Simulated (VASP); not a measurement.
# Na2Hf (Fd-3m) in VASP: notebook

Runs on Na2Hf. Level: PBE. Tasks: relaxation of cell and atoms, single point.

Everything below comes from runs of VASP 6.6.1. Logs are shortened: lines on timing, memory, paths and dates and some standing lists are left out, and cuts for length are marked.

## 1. The cell of the first run

Symmetry: Fd-3m, No. 227, cubic system. The conventional cell has a = 7.895 Å, b = 7.895 Å, c = 7.895 Å, α = 90.00°, β = 90.00°, γ = 90.00°. Na (site symmetry -3m) has 6 Na at 2.79 Å and 6 Hf at 3.27 Å within 3.7 Å. Hf (site symmetry -43m) has 12 Na at 3.27 Å and 4 Hf at 3.42 Å within 4.3 Å.

## 2. Relaxation of cell and atoms, PBE

The input, INCAR:

```
ALGO = Normal ; EDIFF = 1E-6
EDIFFG = -0.04 ; ENCUT = 600
GGA = PE ; IBRION = 2
ISIF = 3 ; ISMEAR = 0
LASPH = True ; LCHARG = False
LREAL = False ; LWAVE = False
NELM = 80 ; NSW = 90
PREC = Accurate ; SIGMA = 0.1
```

The input, KPOINTS:

```
k-points
0
Gamma
  4 4 4
```

The input, POSCAR:

```
Na2Hf
1.0
    0.0000000000      3.9477476885      3.9477476885
    3.9477476885      0.0000000000      3.9477476885
    3.9477476885      3.9477476885      0.0000000000
Na Hf
4 2
Direct
    0.6250000000      0.6250000000      0.6250000000
    0.1250000000      0.6250000000      0.6250000000
    0.6250000000      0.6250000000      0.1250000000
    0.6250000000      0.1250000000      0.6250000000
    0.0000000000      0.0000000000      0.0000000000
    0.2500000000      0.2500000000      0.2500000000
```

Potentials or basis: VASP PAW PBE potentials, release 64 (Na_pv, Hf_pv).

Run with:

```console
$ cat potpaw_PBE.64/Na_pv/POTCAR potpaw_PBE.64/Hf_pv/POTCAR > POTCAR
$ mpirun -np 1 vasp_std > vasp.out
```

OUTCAR:

```text
EDIFF = 1E-6
   EDIFFG = -0.04
   ENCUT = 600
   GGA = PE
   IBRION = 2
   ISIF = 3
   ISMEAR = 0
   LASPH = True
   LREAL = False
   NELM = 80
   NSW = 90
   PREC = Accurate

 ion  position               nearest neighbor table
   1  0.625  0.625  0.625-   2 2.79   3 2.79   4 2.79   3 2.79   4 2.79   2 2.79   6 3.27   5 3.27
                             6 3.27   5 3.27   6 3.27   5 3.27
   2  0.125  0.625  0.625-   1 2.79   3 2.79   4 2.79   1 2.79   3 2.79   4 2.79   6 3.27   5 3.27
                             5 3.27   6 3.27   5 3.27   6 3.27
   3  0.625  0.625  0.125-   1 2.79   1 2.79   2 2.79   4 2.79   4 2.79   2 2.79   6 3.27   5 3.27
                             6 3.27   5 3.27   6 3.27   5 3.27
   4  0.625  0.125  0.625-   1 2.79   3 2.79   1 2.79   2 2.79   3 2.79   2 2.79   6 3.27   5 3.27
                             6 3.27   5 3.27   6 3.27   5 3.27
   5  0.000  0.000  0.000-   1 3.27   1 3.27   1 3.27   2 3.27   3 3.27   4 3.27   4 3.27   2 3.27
                             4 3.27   3 3.27   2 3.27   3 3.27   6 3.42   6 3.42   6 3.42   6 3.42
   6  0.250  0.250  0.250-   2 3.27   3 3.27   4 3.27   1 3.27   1 3.27   1 3.27   2 3.27   2 3.27
                             3 3.27   4 3.27   3 3.27   4 3.27   5 3.42   5 3.42   5 3.42   5 3.42

  LATTYP: Found a face centered cubic cell.
 ALAT       =     7.8954953770

  Lattice vectors:

 A1 = (   0.0000000000,   3.9477476885,   3.9477476885)
 A2 = (   3.9477476885,   0.0000000000,   3.9477476885)
 A3 = (   3.9477476885,   3.9477476885,   0.0000000000)

Analysis of symmetry for initial positions (statically):
=====================================================================
 Subroutine PRICEL returns:
 Original cell was already a primitive cell.

 Routine SETGRP: Setting up the symmetry group for a
 face centered cubic supercell.

 Subroutine GETGRP returns: Found 48 space group operations
 (whereof 24 operations were pure point group operations)
 out of a pool of 48 trial point group operations.

The static configuration has the point symmetry T_d .
 The point group associated with its full space group is O_h .

Analysis of symmetry for dynamics (positions and initial velocities):
=====================================================================
 Subroutine PRICEL returns:
 Original cell was already a primitive cell.

 Routine SETGRP: Setting up the symmetry group for a
 face centered cubic supercell.

 Subroutine GETGRP returns: Found 48 space group operations
 (whereof 24 operations were pure point group operations)
 out of a pool of 48 trial point group operations.

The dynamic configuration has the point symmetry T_d .
 The point group associated with its full space group is O_h .

 Subroutine INISYM returns: Found 48 space group operations
 (whereof 24 operations are pure point group operations),
 and found     1 'primitive' translations

----------------------------------------------------------------------------------------

                                     Primitive cell

  volume of cell :     123.0490

  direct lattice vectors                    reciprocal lattice vectors
     0.000000000  3.947747688  3.947747688    -0.126654498  0.126654498  0.126654498
     3.947747688  0.000000000  3.947747688     0.126654498 -0.126654498  0.126654498
     3.947747688  3.947747688  0.000000000     0.126654498  0.126654498 -0.126654498

  length of vectors
     5.582958322  5.582958322  5.582958322     0.219372025  0.219372025  0.219372025

  position of ions in fractional coordinates (direct lattice)
     0.625000000  0.625000000  0.625000000
     0.125000000  0.625000000  0.625000000
     0.625000000  0.625000000  0.125000000
     0.625000000  0.125000000  0.625000000
     0.000000000  0.000000000  0.000000000
     0.250000000  0.250000000  0.250000000

  ion indices of the primitive-cell ions
   primitive index   ion index
                 1           1
                 2           2
                 3           3
                 4           4
                 5           5
                 6           6

----------------------------------------------------------------------------------------

 KPOINTS: k-points

Automatic generation of k-mesh.
 Grid dimensions read from file:
 generate k-points for:    4    4    4

 Generating k-lattice:

  Cartesian coordinates                     Fractional coordinates (reciprocal lattice)
    -0.031663624  0.031663624  0.031663624     0.250000000  0.000000000  0.000000000
     0.031663624 -0.031663624  0.031663624     0.000000000  0.250000000  0.000000000
     0.031663624  0.031663624 -0.031663624     0.000000000  0.000000000  0.250000000

  Length of vectors
     0.054843006  0.054843006  0.054843006

  Shift w.r.t. Gamma in fractional coordinates (k-lattice)
     0.000000000  0.000000000  0.000000000

 Subroutine IBZKPT returns following result:
 ===========================================

 Found      8 irreducible k-points:

 Following reciprocal coordinates:
            Coordinates               Weight
  0.000000  0.000000  0.000000      1.000000
  0.250000  0.000000  0.000000      8.000000
  0.500000  0.000000  0.000000      4.000000
  0.250000  0.250000  0.000000      6.000000
  0.500000  0.250000  0.000000     24.000000
 -0.250000  0.250000  0.000000     12.000000
  0.500000  0.500000  0.000000      3.000000
 -0.250000  0.500000  0.250000      6.000000
   k-points           NKPTS =      8   k-points in BZ     NKDIM =      8   number of bands    NBANDS=     28
   number of dos      NEDOS =    301   number of ions     NIONS =      6
   total plane-waves  NPLWV = 110592
   dimension x,y,z NGX =    48 NGY =   48 NGZ =   48
   dimension x,y,z NGXF=    96 NGYF=   96 NGZF=   96
   ions per type =               4   2
   NGX,Y,Z   is equivalent  to a cutoff of  14.29, 14.29, 14.29 a.u.
   NGXF,Y,Z  is equivalent  to a cutoff of  28.59, 28.59, 28.59 a.u.
 SYSTEM =  unknown system
   PREC   = accura    normal or accurate (medium, high low for compatibility)
   ISTART =      0    job   : 0-new  1-cont  2-samecut
   ICHARG =      2    charge: 1-file 2-atom 10-const
   ISPIN  =      1    spin polarized calculation?
   LNONCOLLINEAR =      F non collinear calculations
   LSORBIT =      F    spin-orbit coupling
   LASPH  =      T    aspherical Exc in radial PAW
   ENCUT  =  600.0 eV  44.10 Ry    6.64 a.u.  11.15 11.15 11.15*2*pi/ulx,y,z
   NELM   =     80;   NELMIN=  2; NELMDL= -5     # of ELM steps
   EDIFF  = 0.1E-05   stopping-criterion for ELM
   LREAL  =      F    real-space projection
   EDIFFG = -.4E-01   stopping-criterion for IOM
   NSW    =     90    number of steps for IOM
   IBRION =      2    ionic relax: 0-MD 1-quasi-New 2-CG
   NFREE  =      1    steps in history (QN), initial steepest desc. (CG)
   ISIF   =      3    stress and relaxation
   ISYM   =      2    0-nonsym 1-usesym 2-fastsym
   POTIM  = 0.5000    time-step for ionic-motion
   TEBEG  =    0.0;   TEEND  =   0.0 temperature during run
   PSTRESS=    0.0 pullay stress
   NELECT =      48.0000    total number of electrons
   NUPDOWN=      -1.0000    fix difference up-down
   EMIN   =  10.00;   EMAX   =-10.00  energy-range for DOS
   EFERMI =   0.00;   METHOD = LEGACY
   ISMEAR =     0;   SIGMA  =   0.10  broadening in eV -4-tet -1-fermi 0-gaus
   EFERMI_NEDOS =   21; number of points for ismear=-14 and -15
   IALGO  =     38    algorithm
   IMIX   =      4    mixing-type and parameters
     AMIX     =   0.40;   BMIX     =  1.00
     AMIX_MAG =   1.60;   BMIX_MAG =  1.00
  volume/ion in A,a.u.               =      20.51       138.40
  Fermi-wavevector in a.u.,A,eV,Ry     =   1.196178  2.260449 19.467789  1.430842
  Thomas-Fermi vector in A             =   2.332125
   LORBIT       =      0    0 simple, 1 ext, 2 COOP (PROOUT), +10 PAW based schemes
   GGA     = PE    functional components
   LHFCALC =     F    Hartree Fock is set to
   AEXX    =    0.0000 exact exchange contribution
   IVDW    =     0    specifies the selected vdW correction
   LEPSILON=     F    determine dielectric tensor
   LRPA    =     F    only Hartree local field effects (RPA)
 conjugate gradient relaxation of ions
 non-spin polarized calculation
 Gauss-broadening in eV      SIGMA  =   0.10
  energy-cutoff  :      600.00
  volume of cell :      123.05
 maximum number of plane-waves:      4128
 NGX is ok and might be reduce to    48
   NGX = 23   NGY = 23   NGZ = 23

--------------------------------------- Ionic step        1  -------------------------------------------

 number of electron      48.0000002 magnetization

 Free energy of the ion-electron system (eV)
  ---------------------------------------------------
  ext. energy  EPLUGINS =         0.00000000
  ---------------------------------------------------
  free energy    TOTEN  =       -19.07053280 eV

  energy without entropy =      -18.97872234  energy(sigma->0) =      -19.02462757

 E-fermi :   3.4288     XC(G=0):  -9.5884

 val. band max:        3.4245006825   @ k =  -0.2500   0.2500   0.0000
 cond. band min:       3.4376514085   @ k =   0.5000   0.2500   0.0000
 fundamental gap:      0.0131507261
 Fermi energy:         3.4287564403

 k-point     1 :       0.0000    0.0000    0.0000
  band No.  band energies     occupation
      1     -27.6736      2.00000
      2     -27.6736      2.00000
      3     -27.6736      2.00000
      4     -27.5736      2.00000
      5     -27.5736      2.00000
      6     -27.5736      2.00000
[... 20 lines left out ...]
     27       3.5096      0.25284
     28       5.5356      0.00000
[... 277 lines left out ...]
 POSITION                                       TOTAL-FORCE (eV/Angst)
 -----------------------------------------------------------------------------------
      5.23294      5.23294      5.23294        -0.000000     -0.000000     -0.000000
      5.23294      3.13976      3.13976        -0.000000      0.000000     -0.000000
      3.13976      3.13976      5.23294        -0.000000     -0.000000     -0.000000
      3.13976      5.23294      3.13976        -0.000000     -0.000000     -0.000000
     -0.00000      4.18635      4.18635        -0.000000     -0.000000     -0.000000
      2.09317      2.09317      2.09317         0.000000      0.000000      0.000000
 -----------------------------------------------------------------------------------
    total drift:                                0.000000      0.000000      0.000000

  FREE ENERGIE OF THE ION-ELECTRON SYSTEM (eV)
  ---------------------------------------------------
  free  energy   TOTEN  =       -19.7962958939 eV

  energy  without entropy=      -19.6935307206  energy(sigma->0) =      -19.74491331

--------------------------------------- Ionic step        3  -------------------------------------------

 number of electron      48.0000011 magnetization

 Free energy of the ion-electron system (eV)
  ---------------------------------------------------
  ext. energy  EPLUGINS =         0.00000000
  ---------------------------------------------------
  free energy    TOTEN  =       -19.81292568 eV

  energy without entropy =      -19.70854512  energy(sigma->0) =      -19.76073540

 E-fermi :   2.2308     XC(G=0):  -8.7584

 val. band max:        2.2202262018   @ k =   0.5000   0.2500   0.0000
 cond. band min:       2.2318976286   @ k =  -0.2500   0.2500   0.0000
 fundamental gap:      0.0116714268
 Fermi energy:         2.2308349764

 k-point     1 :       0.0000    0.0000    0.0000
  band No.  band energies     occupation
      1     -29.4507      2.00000
      2     -29.4507      2.00000
      3     -29.4507      2.00000
      4     -29.4064      2.00000
      5     -29.4064      2.00000
      6     -29.4064      2.00000
[... 20 lines left out ...]
     27       2.2781      0.50395
     28       3.7248      0.00000
[... 228 lines left out ...]
 VOLUME and BASIS-vectors are now :
 -----------------------------------------------------------------------------
  energy-cutoff  :      600.00
  volume of cell :      152.82
      direct lattice vectors                 reciprocal lattice vectors
    -0.000000000  4.243462464  4.243462464    -0.117828307  0.117828307  0.117828307
     4.243462464 -0.000000000  4.243462464     0.117828307 -0.117828307  0.117828307
     4.243462464  4.243462464 -0.000000000     0.117828307  0.117828307 -0.117828307

 POSITION                                       TOTAL-FORCE (eV/Angst)
 -----------------------------------------------------------------------------------
      5.30433      5.30433      5.30433         0.000000      0.000000      0.000000
      5.30433      3.18260      3.18260         0.000000      0.000000      0.000000
      3.18260      3.18260      5.30433         0.000000      0.000000      0.000000
      3.18260      5.30433      3.18260         0.000000      0.000000      0.000000
      0.00000      0.00000      0.00000         0.000000      0.000000      0.000000
      2.12173      2.12173      2.12173        -0.000000     -0.000000     -0.000000
 -----------------------------------------------------------------------------------
    total drift:                                0.000000      0.000000      0.000000

  FREE ENERGIE OF THE ION-ELECTRON SYSTEM (eV)
  ---------------------------------------------------
  free  energy   TOTEN  =       -19.8129256828 eV

  energy  without entropy=      -19.7085451235  energy(sigma->0) =      -19.76073540

 reached required accuracy - stopping structural energy minimisation
```

It took 1.7 min on 1 thread of Intel Xeon Platinum 8259CL at 2.50GHz (Skylake/Cascade Lake), shared host; peak memory 0.34 GiB.

Results:

| Item | Value |
| --- | --- |
| Free energy | -19.8129 eV |
| Relaxed volume | 25.47 Å³/atom |
| Relaxed cell | a = 6.001 Å, b = 6.001 Å, c = 6.001 Å, α = 60.00°, β = 60.00°, γ = 60.00° |
| Space group after relaxing (to 0.1 Å) | Fd-3m (No. 227) |
| Energy gained by relaxing | 123.7 meV/atom |
| Ionic steps | 3 |
| Pressure after relaxing | -0.2 GPa |
| Band gap on the k mesh | zero (bands 24 and 25 overlap by 0.08 eV) |

Step by step:
| step | energy change (eV) | largest force (eV/Å) | pressure (GPa) | volume (Å³) |
| --- | --- | --- | --- | --- |
| 1 | 0.0000 | 0.0000 | 9.79 | 123.05 |
| 2 | -0.7258 | 0.0000 | 1.15 | 146.74 |
| 3 | -0.7424 | 0.0000 | -0.22 | 152.82 |

Final structure:
```cif
data_structure
_symmetry_space_group_name_H-M 'P 1'
_symmetry_Int_Tables_number 1
_cell_length_a 6.0012
_cell_length_b 6.0012
_cell_length_c 6.0012
_cell_angle_alpha 60.000
_cell_angle_beta 60.000
_cell_angle_gamma 60.000
_cell_volume 152.82
loop_
_atom_site_label
_atom_site_type_symbol
_atom_site_fract_x
_atom_site_fract_y
_atom_site_fract_z
_atom_site_occupancy
Na1 Na 0.62500 0.62500 0.62500 1
Na2 Na 0.12500 0.62500 0.62500 1
Na3 Na 0.62500 0.62500 0.12500 1
Na4 Na 0.62500 0.12500 0.62500 1
Hf1 Hf 0.00000 0.00000 0.00000 1
Hf2 Hf 0.25000 0.25000 0.25000 1
```

Caveat: the volume moved by over 15 % at a fixed basis, so the end points are rough; spin-orbit coupling is left out, which moves the levels of the heavy elements.

## 3. Single point, PBE

This run uses another cell than the first one, of 25.29 Å³/atom.

The input, INCAR:

```
PREC     = Accurate       # precision mode
ENCUT    = 520            # plane-wave cutoff, eV
EDIFF    = 1E-7           # SCF threshold, eV
ISMEAR   = 0              # smearing method
SIGMA    = 0.1            # smearing width, eV
LREAL    = F              # projectors in reciprocal space
LASPH    = T              # aspherical terms in the spheres
NELM     = 80             # most SCF steps
ALGO     = Fast           # electronic algorithm
ISIF     = 2              # what is computed and relaxed
LWAVE    = F              # write WAVECAR
LCHARG   = F              # write CHGCAR
GGA      = PE             # functional
NBANDS   = 33             # bands
```

The input, KPOINTS:

```
Automatic mesh
0
Gamma
  8 8 8
```

The input, POSCAR:

```
Na2Hf
1.0
    0.0000000000      4.2332898977      4.2332898977
    4.2332898977      0.0000000000      4.2332898977
    4.2332898977      4.2332898977      0.0000000000
Na Hf
4 2
Direct
    0.1250000000      0.1250000000      0.1250000000
    0.6250000000      0.1250000000      0.1250000000
    0.1250000000      0.1250000000      0.6250000000
    0.1250000000      0.6250000000      0.1250000000
    0.5000000000      0.5000000000      0.5000000000
    0.7500000000      0.7500000000      0.7500000000
```

Potentials or basis: VASP PAW PBE potentials, release 64 (Na_pv, Hf_pv).

Run with:

```console
$ cat potpaw_PBE.64/Na_pv/POTCAR potpaw_PBE.64/Hf_pv/POTCAR > POTCAR
$ mpirun -np 1 vasp_std > vasp.out
```

Wall time 4.6 min (1 thread of Intel Xeon Platinum 8259CL at 2.50GHz (Skylake/Cascade Lake), shared host); peak memory 0.38 GiB.

Results (log left out):

```
Free energy            : -19.8278 eV
Pressure               : 0.0 GPa
Band gap on the k mesh : zero (bands 24 and 25 overlap by 0.30 eV)
```

Levels at points of the mesh, in eV from the Fermi level:
| k point | band 21 | band 22 | band 23 | band 24 | band 25 | band 26 | band 27 | band 28 |
| --- | --- | --- | --- | --- | --- | --- | --- | --- |
| (0.00, 0.00, 0.00) | -0.33 | -0.32 | -0.32 | -0.32 | 0.06 | 0.06 | 0.06 | 1.53 |
| (0.50, 0.00, 0.00) | -0.75 | -0.63 | -0.63 | -0.02 | -0.02 | 0.57 | 0.57 | 0.98 |
| (0.50, 0.50, 0.00) | -1.53 | -1.53 | -0.18 | -0.18 | 0.19 | 0.19 | 0.84 | 0.84 |

Caveat: spin-orbit coupling is left out, which moves the levels of the heavy elements.

[end of part 1 of 2]
